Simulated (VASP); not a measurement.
# La2O3 (A-type lanthanum oxide) (P-3m1) in VASP: single point with HSE06

Aim: the single point of La2O3 (A-type lanthanum oxide) with HSE06.

Program: VASP 6.6.1. These are calculated values, not measurements. Logs are shortened: lines on timing, memory, paths and dates and some standing lists are left out, and cuts for length are marked.

## 1. The cell of the first run

The structure is trigonal, space group P-3m1 (No. 164). Conventional cell: a = 3.938 Å, b = 3.938 Å, c = 6.136 Å, α = 90.00°, β = 90.00°, γ = 120.00°. Within 3.1 Å of La (site symmetry 3m) lie 7 O at 2.37 to 2.73 Å. Within 3.2 Å of O (site symmetry 3m) lie 4 La at 2.37 to 2.45 Å and 6 O at 2.89 to 3.14 Å. Within 3.6 Å of O (site symmetry -3m) lie 6 La at 2.73 Å and 6 O at 3.14 Å.

## 2. Single point, HSE06

POSCAR reads:

```
La2O3
1.0
    3.9380000000      0.0000000000      0.0000000000
   -1.9690000000      3.4104080401      0.0000000000
    0.0000000000      0.0000000000      6.1360000000
La O
2 3
Direct
    0.3333333333      0.6666666667      0.2465857524
    0.6666666667      0.3333333333      0.7534142476
    0.3333333333      0.6666666667      0.6459148686
    0.6666666667      0.3333333333      0.3540851314
    0.0000000000      0.0000000000      0.0000000000
```

INCAR.step1 reads:

```
  PREC = Accurate
  ENCUT = 520
  EDIFF = 1E-5
  ISMEAR = 0
  SIGMA = 0.01
  LREAL = F
  LASPH = T
  NELM = 80
  ALGO = Normal
  ISIF = 2
  LWAVE = T
  LCHARG = F
  GGA = PE
  NBANDS = 28
  KPAR = 4
```

INCAR.step2 reads:

```
  PREC = Accurate
  ENCUT = 520
  EDIFF = 1E-6
  ISMEAR = 0
  SIGMA = 0.01
  LREAL = F
  LASPH = T
  NELM = 80
  ALGO = Normal
  ISIF = 2
  LWAVE = F
  LCHARG = F
  GGA = PE
  LHFCALC = T
  HFSCREEN = 0.2079
  PRECFOCK = Fast
  ISTART = 1
  NBANDS = 28
  KPAR = 4
```

KPOINTS reads:

```
Automatic mesh
0
Gamma
  6 6 4
```

Potentials or basis: VASP PAW PBE potentials, release 64 (La, O).

Launch:

```bash
cat potpaw_PBE.64/La/POTCAR potpaw_PBE.64/O/POTCAR > POTCAR
cp INCAR.step1 INCAR
mpirun -np 4 vasp_std > vasp.out
cp INCAR.step2 INCAR
mpirun -np 4 vasp_std > vasp.out
```

OUTCAR:

```text
PREC = Accurate
   ENCUT = 520
   EDIFF = 1E-6
   ISMEAR = 0
   LREAL = F
   LASPH = T
   NELM = 80
   ISIF = 2
   GGA = PE
   LHFCALC = T
   HFSCREEN = 0.2079
   PRECFOCK = Fast
   ISTART = 1

 ion  position               nearest neighbor table
   1  0.333  0.667  0.247-   4 2.37   4 2.37   4 2.37   3 2.45   5 2.73   5 2.73   5 2.73
   2  0.667  0.333  0.753-   3 2.37   3 2.37   3 2.37   4 2.45   5 2.73   5 2.73   5 2.73
   3  0.333  0.667  0.646-   2 2.37   2 2.37   2 2.37   1 2.45
   4  0.667  0.333  0.354-   1 2.37   1 2.37   1 2.37   2 2.45
   5  0.000  0.000  0.000-   1 2.73   2 2.73   1 2.73   2 2.73   2 2.73   1 2.73

  LATTYP: Found a hexagonal cell.
 ALAT       =     3.9380000000
 C/A-ratio  =     1.5581513459

  Lattice vectors:

 A1 = (   3.9380000000,   0.0000000000,   0.0000000000)
 A2 = (  -1.9690000000,   3.4104080401,   0.0000000000)
 A3 = (   0.0000000000,   0.0000000000,   6.1360000000)

Analysis of symmetry for initial positions (statically):
=====================================================================
 Subroutine PRICEL returns:
 Original cell was already a primitive cell.

 Routine SETGRP: Setting up the symmetry group for a
 hexagonal supercell.

 Subroutine GETGRP returns: Found 12 space group operations
 (whereof 12 operations were pure point group operations)
 out of a pool of 24 trial point group operations.

The static configuration has the point symmetry D_3d.

Analysis of symmetry for dynamics (positions and initial velocities):
=====================================================================
 Subroutine PRICEL returns:
 Original cell was already a primitive cell.

 Routine SETGRP: Setting up the symmetry group for a
 hexagonal supercell.

 Subroutine GETGRP returns: Found 12 space group operations
 (whereof 12 operations were pure point group operations)
 out of a pool of 24 trial point group operations.

The dynamic configuration has the point symmetry D_3d.

 Subroutine INISYM returns: Found 12 space group operations
 (whereof 12 operations are pure point group operations),
 and found     1 'primitive' translations

[... 104 lines left out ...]
   NFREE  =      0    steps in history (QN), initial steepest desc. (CG)
   ISIF   =      2    stress and relaxation
   ISYM   =      3    0-nonsym 1-usesym 2-fastsym
   POTIM  = 0.5000    time-step for ionic-motion
   TEBEG  =    0.0;   TEEND  =   0.0 temperature during run
   PSTRESS=    0.0 pullay stress
   NELECT =      40.0000    total number of electrons
   NUPDOWN=      -1.0000    fix difference up-down
   EMIN   =  10.00;   EMAX   =-10.00  energy-range for DOS
   EFERMI =   0.00;   METHOD = LEGACY
   ISMEAR =     0;   SIGMA  =   0.01  broadening in eV -4-tet -1-fermi 0-gaus
   EFERMI_NEDOS =   21; number of points for ismear=-14 and -15
   IALGO  =     38    algorithm
   IMIX   =      1    mixing-type and parameters
     AMIX     =   0.40;   BMIX     =  1.00
     AMIX_MAG =   1.60;   BMIX_MAG =  1.00
  volume/ion in A,a.u.               =      16.48       111.22
  Fermi-wavevector in a.u.,A,eV,Ry     =   1.286587  2.431296 22.521793  1.655305
  Thomas-Fermi vector in A             =   2.418652
   LORBIT       =      0    0 simple, 1 ext, 2 COOP (PROOUT), +10 PAW based schemes
   GGA     = PE    functional components
   LHFCALC =     T    Hartree Fock is set to
   PRECFOCK=fast      Normal, Fast or Accurate (Low or Medium for compatibility)
   ENCUT4O =  -1.0   cutoff for four orbital integrals eV
   NKREDX  =     1    reduce k-point grid by
   NKREDY  =     1    reduce k-point grid by
   NKREDZ  =     1    reduce k-point grid by
   AEXX    =    0.2500 exact exchange contribution
   HFSCREEN=    0.2079 screening length (either q_TF or 0.3 A-1)
   HFSCREENC=   0.2079 screening length for correlation (either q_TF or 0.3 A-1)
   ENCUTFOCK=  -1.0 apply spherical cutoff to Coloumb kernel
   IVDW    =     0    specifies the selected vdW correction
   LEPSILON=     F    determine dielectric tensor
   LRPA    =     F    only Hartree local field effects (RPA)
 non-spin polarized calculation
 Gauss-broadening in eV      SIGMA  =   0.01
  energy-cutoff  :      520.00
  volume of cell :       82.41
 maximum number of plane-waves:      2255
 NGX is ok and might be reduce to    30
  NGX = 16; NGY = 16; NGZ = 24

 number of electron      39.9999991 magnetization

 Free energy of the ion-electron system (eV)
  ---------------------------------------------------
  ext. energy  EPLUGINS =         0.00000000
  ---------------------------------------------------
  free energy    TOTEN  =       -48.84044107 eV

  energy without entropy =      -48.84044107  energy(sigma->0) =      -48.84044107

 E-fermi :   5.0064     XC(G=0):  -8.5999

 val. band max:        4.9613775306   @ k =   0.5000   0.0000   0.5000
 cond. band min:      10.2423788579   @ k =   0.3333   0.3333   0.0000
 fundamental gap:      5.2810013273
 Fermi energy:         5.0064031736

 k-point     1 :       0.0000    0.0000    0.0000
  band No.  band energies     occupation
      1     -26.8026      2.00000
      2     -26.5425      2.00000
      3     -13.4389      2.00000
      4     -12.2711      2.00000
      5     -11.7763      2.00000
      6      -9.1222      2.00000
[... 733 lines left out ...]
     27      13.3037      0.00000
     28      13.3734      0.00000

------------------------ aborting loop because EDIFF is reached ----------------------------------------

  FORCE on cell =-STRESS in cart. coord.  units (eV):
  Direction    XX          YY          ZZ          XY          YZ          ZX
  --------------------------------------------------------------------------------------
  -------------------------------------------------------------------------------------
  Total       -1.0407865     -1.0407865     -0.6249156      0.0000000     -0.0000000      0.0000000
  in kB      -20.2350757    -20.2350757    -12.1496719      0.0000000     -0.0000000      0.0000000
  external PRESSURE =     -17.5399411 kB  Pullay stress =       0.0000000 kB

 VOLUME and BASIS-vectors are now :
 -----------------------------------------------------------------------------
  energy-cutoff  :      520.00
  volume of cell :       82.41
      direct lattice vectors                 reciprocal lattice vectors
     3.938000000  0.000000000  0.000000000     0.253936008  0.146610023  0.000000000
    -1.969000000  3.410408040  0.000000000     0.000000000  0.293220045  0.000000000
     0.000000000  0.000000000  6.136000000     0.000000000  0.000000000  0.162972621

 POSITION                                       TOTAL-FORCE (eV/Angst)
 -----------------------------------------------------------------------------------
     -0.00000      2.27361      1.51305         0.000000      0.000000      0.167661
      1.96900      1.13680      4.62295         0.000000     -0.000000     -0.167661
     -0.00000      2.27361      3.96333        -0.000000      0.000000      0.025455
      1.96900      1.13680      2.17267         0.000000     -0.000000     -0.025455
      0.00000      0.00000      0.00000        -0.000000     -0.000000      0.000000
 -----------------------------------------------------------------------------------
    total drift:                               -0.000003      0.000000      0.000008

  FREE ENERGIE OF THE ION-ELECTRON SYSTEM (eV)
  ---------------------------------------------------
  free  energy   TOTEN  =       -48.8404410677 eV

  energy  without entropy=      -48.8404410677  energy(sigma->0) =      -48.84044107
```

OSZICAR.step1:

```text
N       E                     dE             d eps       ncg     rms          rms(c)
DAV:   1     0.476559439135E+03    0.47656E+03   -0.15454E+04  1384   0.217E+03
DAV:   2     0.873552904234E+02   -0.38920E+03   -0.36989E+03  1776   0.353E+02
DAV:   3    -0.327400071942E+02   -0.12010E+03   -0.11642E+03  2200   0.198E+02
DAV:   4    -0.465231396623E+02   -0.13783E+02   -0.13744E+02  2252   0.737E+01
DAV:   5    -0.475003593510E+02   -0.97722E+00   -0.97647E+00  2336   0.210E+01    0.149E+01
DAV:   6    -0.418603579889E+02    0.56400E+01   -0.50325E+01  2176   0.381E+01    0.757E+00
DAV:   7    -0.418236337815E+02    0.36724E-01   -0.54090E+00  2600   0.207E+01    0.349E+00
DAV:   8    -0.418234885858E+02    0.14520E-03   -0.59237E-01  2304   0.593E+00    0.124E+00
DAV:   9    -0.418189625855E+02    0.45260E-02   -0.97972E-02  2416   0.237E+00    0.363E-01
DAV:  10    -0.418213626294E+02   -0.24000E-02   -0.29374E-02  2320   0.107E+00    0.174E-01
DAV:  11    -0.418225701566E+02   -0.12075E-02   -0.89420E-03  2464   0.658E-01    0.131E-01
DAV:  12    -0.418226614890E+02   -0.91332E-04   -0.24562E-03  2056   0.302E-01    0.536E-02
DAV:  13    -0.418227093698E+02   -0.47881E-04   -0.10729E-03  2448   0.207E-01    0.232E-02
DAV:  14    -0.418227142330E+02   -0.48632E-05   -0.14853E-04  2080   0.886E-02    0.114E-02
DAV:  15    -0.418227125397E+02    0.16933E-05   -0.28548E-05  1480   0.434E-02
   1 F= -.41822713E+02 E0= -.41822713E+02  d E =-.290719E-27
```

It took 23 min on 4 MPI ranks of Intel Xeon Platinum 8488C (Sapphire Rapids), shared host; peak memory 0.36 GiB.

What came out:

```
Free energy            : -48.8404 eV
Pressure               : -1.8 GPa
Largest force          : 0.168 eV/Å
Band gap on the k mesh : 5.28 eV (least direct gap 5.42 eV)
```

Forces on the atoms (eV/Å):
```
La   0.000  0.000  0.168
La   0.000  0.000 -0.168
O    0.000  0.000  0.025
O    0.000  0.000 -0.025
O    0.000  0.000  0.000
```

Stress tensor (GPa, compression positive):
```
-2.02  0.00  0.00
 0.00 -2.02  0.00
 0.00  0.00 -1.21
```

Caveat: the PAW data sets were made with another functional, which shifts forces and pressure a little; spin-orbit coupling is left out, which moves the levels of the heavy elements. A k mesh can miss the band edges.
